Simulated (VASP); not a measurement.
# NbCd3 (Pm-3m) in VASP: single point with PBE

Aim: the single point of NbCd3 with PBE.

Program: VASP 6.6.1. These are calculated values, not measurements. Logs are shortened: lines on timing, memory, paths and dates and some standing lists are left out, and cuts for length are marked.

## (1) The cell of the first run

Symmetry: Pm-3m, No. 221, cubic system. Conventional cell: a = 4.211 Å, b = 4.211 Å, c = 4.211 Å, α = 90.00°, β = 90.00°, γ = 90.00°. Cd (site symmetry 4/mmm) has 8 Cd at 2.98 Å and 4 Nb at 2.98 Å within 3.9 Å. Nb (site symmetry m-3m) has 12 Cd at 2.98 Å within 3.9 Å.

## (2) Single point, PBE

INCAR

```
SYSTEM = NbCd3
PREC     = Accurate       ! precision mode
ENCUT    = 520            ! plane-wave cutoff, eV
EDIFF    = 1E-6           ! SCF threshold, eV
ISMEAR   = -1             ! smearing method
SIGMA    = 0.0239         ! smearing width, eV
LREAL    = .FALSE.        ! projectors in reciprocal space
LASPH    = .TRUE.         ! aspherical terms in the spheres
NELM     = 60             ! most SCF steps
ALGO     = Normal         ! electronic algorithm
ISIF     = 2              ! what is computed and relaxed
LWAVE    = .FALSE.        ! write WAVECAR
LCHARG   = .TRUE.         ! write CHGCAR
GGA      = PE             ! functional
LELF     = .TRUE.         ! ELF
LVHAR    = .TRUE.       
NBANDS   = 32             ! bands
```

KPOINTS

```
Automatic mesh
0
G
  8 8 8
  0 0 0
```

POSCAR

```
NbCd3
1.0
    4.2111790000      0.0000000000      0.0000000000
    0.0000000000      4.2111790000      0.0000000000
    0.0000000000      0.0000000000      4.2111790000
Cd Nb
3 1
Direct
    0.0000000000      0.5000000000      0.5000000000
    0.5000000000      0.0000000000      0.5000000000
    0.5000000000      0.5000000000      0.0000000000
    0.0000000000      0.0000000000      0.0000000000
```

Potentials or basis: VASP PAW PBE potentials, release 64 (Cd, Nb_sv).

Launch:

```sh
$ cat potpaw_PBE.64/Cd/POTCAR potpaw_PBE.64/Nb_sv/POTCAR > POTCAR
$ mpirun -np 1 vasp_std > vasp.out
```

OUTCAR:

```text
SYSTEM = NbCd3
   PREC = Accurate
   ENCUT = 520
   EDIFF = 1E-6
   ISMEAR = -1
   LREAL = .FALSE.
   LASPH = .TRUE.
   NELM = 60
   ISIF = 2
   GGA = PE

 ion  position               nearest neighbor table
   1  0.000  0.500  0.500-   2 2.98   3 2.98   4 2.98   3 2.98   4 2.98   2 2.98   4 2.98   4 2.98
                             2 2.98   3 2.98   3 2.98   2 2.98
   2  0.500  0.000  0.500-   1 2.98   3 2.98   4 2.98   3 2.98   4 2.98   1 2.98   3 2.98   3 2.98
                             1 2.98   4 2.98   4 2.98   1 2.98
   3  0.500  0.500  0.000-   1 2.98   2 2.98   4 2.98   1 2.98   2 2.98   2 2.98   4 2.98   2 2.98
                             1 2.98   4 2.98   1 2.98   4 2.98
   4  0.000  0.000  0.000-   1 2.98   2 2.98   3 2.98   1 2.98   2 2.98   1 2.98   3 2.98   1 2.98
                             2 2.98   3 2.98   2 2.98   3 2.98

  LATTYP: Found a simple cubic cell.
 ALAT       =     4.2111790000

  Lattice vectors:

 A1 = (   4.2111790000,   0.0000000000,   0.0000000000)
 A2 = (   0.0000000000,   4.2111790000,   0.0000000000)
 A3 = (   0.0000000000,   0.0000000000,   4.2111790000)

Analysis of symmetry for initial positions (statically):
=====================================================================
 Subroutine PRICEL returns:
 Original cell was already a primitive cell.

 Routine SETGRP: Setting up the symmetry group for a
 simple cubic supercell.

 Subroutine GETGRP returns: Found 48 space group operations
 (whereof 48 operations were pure point group operations)
 out of a pool of 48 trial point group operations.

The static configuration has the point symmetry O_h .

Analysis of symmetry for dynamics (positions and initial velocities):
=====================================================================
 Subroutine PRICEL returns:
 Original cell was already a primitive cell.

 Routine SETGRP: Setting up the symmetry group for a
 simple cubic supercell.

 Subroutine GETGRP returns: Found 48 space group operations
 (whereof 48 operations were pure point group operations)
 out of a pool of 48 trial point group operations.

The dynamic configuration has the point symmetry O_h .

 Subroutine INISYM returns: Found 48 space group operations
 (whereof 48 operations are pure point group operations),
 and found     1 'primitive' translations

----------------------------------------------------------------------------------------

                                     Primitive cell

  volume of cell :      74.6812

  direct lattice vectors                    reciprocal lattice vectors
     4.211179000  0.000000000  0.000000000     0.237463190  0.000000000  0.000000000
     0.000000000  4.211179000  0.000000000     0.000000000  0.237463190  0.000000000
     0.000000000  0.000000000  4.211179000     0.000000000  0.000000000  0.237463190

  length of vectors
     4.211179000  4.211179000  4.211179000     0.237463190  0.237463190  0.237463190

  position of ions in fractional coordinates (direct lattice)
     0.000000000  0.500000000  0.500000000
     0.500000000  0.000000000  0.500000000
     0.500000000  0.500000000  0.000000000
     0.000000000  0.000000000  0.000000000

  ion indices of the primitive-cell ions
   primitive index   ion index
                 1           1
                 2           2
                 3           3
                 4           4

----------------------------------------------------------------------------------------

 KPOINTS: Automatic mesh

Automatic generation of k-mesh.
 Grid dimensions read from file:
 generate k-points for:    8    8    8

 Generating k-lattice:

  Cartesian coordinates                     Fractional coordinates (reciprocal lattice)
     0.029682899  0.000000000  0.000000000     0.125000000  0.000000000  0.000000000
     0.000000000  0.029682899  0.000000000     0.000000000  0.125000000  0.000000000
     0.000000000  0.000000000  0.029682899     0.000000000  0.000000000  0.125000000

  Length of vectors
     0.029682899  0.029682899  0.029682899

  Shift w.r.t. Gamma in fractional coordinates (k-lattice)
     0.000000000  0.000000000  0.000000000

 Subroutine IBZKPT returns following result:
 ===========================================

 Found     35 irreducible k-points:

 Following reciprocal coordinates:
            Coordinates               Weight
  0.000000  0.000000  0.000000      1.000000
  0.125000  0.000000  0.000000      6.000000
  0.250000  0.000000  0.000000      6.000000
  0.375000  0.000000  0.000000      6.000000
  0.500000  0.000000  0.000000      3.000000
  0.125000  0.125000  0.000000     12.000000
[... 16 lines left out ...]
  0.375000  0.375000  0.125000     24.000000
  0.500000  0.375000  0.125000     24.000000
 [... further k-points ...]
   k-points           NKPTS =     35   k-points in BZ     NKDIM =     35   number of bands    NBANDS=     32
   number of dos      NEDOS =    301   number of ions     NIONS =      4
   total plane-waves  NPLWV =  32768
   dimension x,y,z NGX =    32 NGY =   32 NGZ =   32
   dimension x,y,z NGXF=    64 NGYF=   64 NGZF=   64
   ions per type =               3   1
   NGX,Y,Z   is equivalent  to a cutoff of  12.63, 12.63, 12.63 a.u.
   NGXF,Y,Z  is equivalent  to a cutoff of  25.27, 25.27, 25.27 a.u.
 SYSTEM =  NbCd3
   PREC   = accura    normal or accurate (medium, high low for compatibility)
   ISTART =      0    job   : 0-new  1-cont  2-samecut
   ICHARG =      2    charge: 1-file 2-atom 10-const
   ISPIN  =      1    spin polarized calculation?
   LNONCOLLINEAR =      F non collinear calculations
   LSORBIT =      F    spin-orbit coupling
   LASPH  =      T    aspherical Exc in radial PAW
   ENCUT  =  520.0 eV  38.22 Ry    6.18 a.u.   7.83  7.83  7.83*2*pi/ulx,y,z
   NELM   =     60;   NELMIN=  2; NELMDL= -5     # of ELM steps
   EDIFF  = 0.1E-05   stopping-criterion for ELM
   LREAL  =      F    real-space projection
   EDIFFG = 0.1E-04   stopping-criterion for IOM
   NSW    =      0    number of steps for IOM
   IBRION =     -1    ionic relax: 0-MD 1-quasi-New 2-CG
   NFREE  =      0    steps in history (QN), initial steepest desc. (CG)
   ISIF   =      2    stress and relaxation
   ISYM   =      2    0-nonsym 1-usesym 2-fastsym
   POTIM  = 0.5000    time-step for ionic-motion
   TEBEG  =    0.0;   TEEND  =   0.0 temperature during run
   PSTRESS=    0.0 pullay stress
   NELECT =      49.0000    total number of electrons
   NUPDOWN=      -1.0000    fix difference up-down
   EMIN   =  10.00;   EMAX   =-10.00  energy-range for DOS
   EFERMI =   0.00;   METHOD = LEGACY
   ISMEAR =    -1;   SIGMA  =   0.02  broadening in eV -4-tet -1-fermi 0-gaus
   EFERMI_NEDOS =   21; number of points for ismear=-14 and -15
   IALGO  =     38    algorithm
   IMIX   =      4    mixing-type and parameters
     AMIX     =   0.40;   BMIX     =  1.00
     AMIX_MAG =   1.60;   BMIX_MAG =  1.00
  volume/ion in A,a.u.               =      18.67       125.99
  Fermi-wavevector in a.u.,A,eV,Ry     =   1.422557  2.688244 27.533699  2.023670
  Thomas-Fermi vector in A             =   2.543249
   LORBIT       =      0    0 simple, 1 ext, 2 COOP (PROOUT), +10 PAW based schemes
   GGA     = PE    functional components
   LHFCALC =     F    Hartree Fock is set to
   AEXX    =    0.0000 exact exchange contribution
   IVDW    =     0    specifies the selected vdW correction
   LEPSILON=     F    determine dielectric tensor
   LRPA    =     F    only Hartree local field effects (RPA)
 non-spin polarized calculation
  energy-cutoff  :      520.00
  volume of cell :       74.68
 maximum number of plane-waves:      2040
 NGX is ok and might be reduce to    32
   NGX = 15   NGY = 15   NGZ = 15

 number of electron      49.0000041 magnetization

 Free energy of the ion-electron system (eV)
  ---------------------------------------------------
  ext. energy  EPLUGINS =         0.00000000
  ---------------------------------------------------
  free energy    TOTEN  =       -11.74598433 eV

  energy without entropy =      -11.74075571  energy(sigma->0) =      -11.74337002

 E-fermi :   5.2629     XC(G=0): -11.9689

 val. band max:        5.2609569068   @ k =   0.3750   0.2500   0.1250
 cond. band min:       5.3578332782   @ k =   0.2500   0.2500   0.1250
 fundamental gap:      0.0968763714
 Fermi energy:         5.2628735247

 k-point     1 :       0.0000    0.0000    0.0000
  band No.  band energies     occupation
      1     -49.5845      2.00000
      2     -25.6532      2.00000
      3     -25.6532      2.00000
      4     -25.6532      2.00000
      5      -4.4560      2.00000
      6      -4.2198      2.00000
[... 24 lines left out ...]
     31      11.2910      0.00000
     32      12.9613      0.00000

 k-point     2 :       0.1250    0.0000    0.0000
  band No.  band energies     occupation
      1     -49.5844      2.00000
      2     -25.6567      2.00000
      3     -25.6534      2.00000
      4     -25.6534      2.00000
      5      -4.3985      2.00000
      6      -4.1977      2.00000
[... 24 lines left out ...]
     31      12.0039      0.00000
     32      13.0497      0.00000

 k-point     3 :       0.2500    0.0000    0.0000
  band No.  band energies     occupation
      1     -49.5841      2.00000
      2     -25.6650      2.00000
      3     -25.6538      2.00000
      4     -25.6538      2.00000
      5      -4.2444      2.00000
      6      -4.1395      2.00000
[... 24 lines left out ...]
     31      12.6668      0.00000
     32      12.6668      0.00000

 k-point     4 :       0.3750    0.0000    0.0000
  band No.  band energies     occupation
      1     -49.5839      2.00000
      2     -25.6734      2.00000
      3     -25.6542      2.00000
      4     -25.6542      2.00000
      5      -4.0718      2.00000
      6      -4.0529      2.00000
[... 24 lines left out ...]
     31      11.5796      0.00000
     32      11.5796      0.00000

 k-point     5 :       0.5000    0.0000    0.0000
  band No.  band energies     occupation
      1     -49.5837      2.00000
      2     -25.6769      2.00000
      3     -25.6544      2.00000
      4     -25.6544      2.00000
      5      -4.0397      2.00000
      6      -3.9537      2.00000
[... 584 lines left out ...]
     31      12.3859      0.00000
     32      12.6307      0.00000

 k-point    22 :       0.5000    0.2500    0.1250
  band No.  band energies     occupation
      1     -49.5834      2.00000
      2     -25.6742      2.00000
      3     -25.6634      2.00000
      4     -25.6570      2.00000
      5      -3.9535      2.00000
      6      -3.7549      2.00000
[... 24 lines left out ...]
     31      12.2076      0.00000
     32      13.4661      0.00000

 k-point    23 :       0.3750    0.3750    0.1250
  band No.  band energies     occupation
      1     -49.5833      2.00000
      2     -25.6707      2.00000
      3     -25.6694      2.00000
      4     -25.6571      2.00000
      5      -3.9421      2.00000
      6      -3.7832      2.00000
[... 24 lines left out ...]
     31      11.5236      0.00000
     32      12.5516      0.00000

 k-point    24 :       0.5000    0.3750    0.1250
  band No.  band energies     occupation
      1     -49.5832      2.00000
      2     -25.6728      2.00000
      3     -25.6696      2.00000
      4     -25.6572      2.00000
      5      -3.8653      2.00000
      6      -3.7809      2.00000
[... 24 lines left out ...]
     31      11.7064      0.00000
     32      13.1508      0.00000

 [... further k-points ...]
[... 5 lines left out ...]
  --------------------------------------------------------------------------------------
  -------------------------------------------------------------------------------------
  Total        3.7704721      3.7704721      3.7704721      0.0000000      0.0000000     -0.0000000
  in kB       80.8900688     80.8900688     80.8900688      0.0000000      0.0000000     -0.0000000
  external PRESSURE =      80.8900688 kB  Pullay stress =       0.0000000 kB

 VOLUME and BASIS-vectors are now :
 -----------------------------------------------------------------------------
  energy-cutoff  :      520.00
  volume of cell :       74.68
      direct lattice vectors                 reciprocal lattice vectors
     4.211179000  0.000000000  0.000000000     0.237463190  0.000000000  0.000000000
     0.000000000  4.211179000  0.000000000     0.000000000  0.237463190  0.000000000
     0.000000000  0.000000000  4.211179000     0.000000000  0.000000000  0.237463190

 POSITION                                       TOTAL-FORCE (eV/Angst)
 -----------------------------------------------------------------------------------
      0.00000      2.10559      2.10559         0.000000      0.000000      0.000000
      2.10559      0.00000      2.10559         0.000000      0.000000      0.000000
      2.10559      2.10559      0.00000         0.000000      0.000000      0.000000
      0.00000      0.00000      0.00000         0.000000      0.000000      0.000000
 -----------------------------------------------------------------------------------
    total drift:                                0.000000     -0.000000     -0.000000

  FREE ENERGIE OF THE ION-ELECTRON SYSTEM (eV)
  ---------------------------------------------------
  free  energy   TOTEN  =       -11.7459843289 eV

  energy  without entropy=      -11.7407557111  energy(sigma->0) =      -11.74337002
```

Run time: 63 s. Hardware: 1 thread of Intel Xeon Platinum 8375C at 2.90GHz (Ice Lake), shared host; peak memory 0.22 GiB.

Results:

| Property | Result |
| --- | --- |
| Free energy | -11.7460 eV |
| Pressure | 8.1 GPa |
| Band gap on the k mesh | zero (an odd number of electrons rules out a gap without spin polarisation) |

Caveat: the cell stands under pressure.

The gap in the log of VASP goes by the Fermi energy; the results here count the filled bands.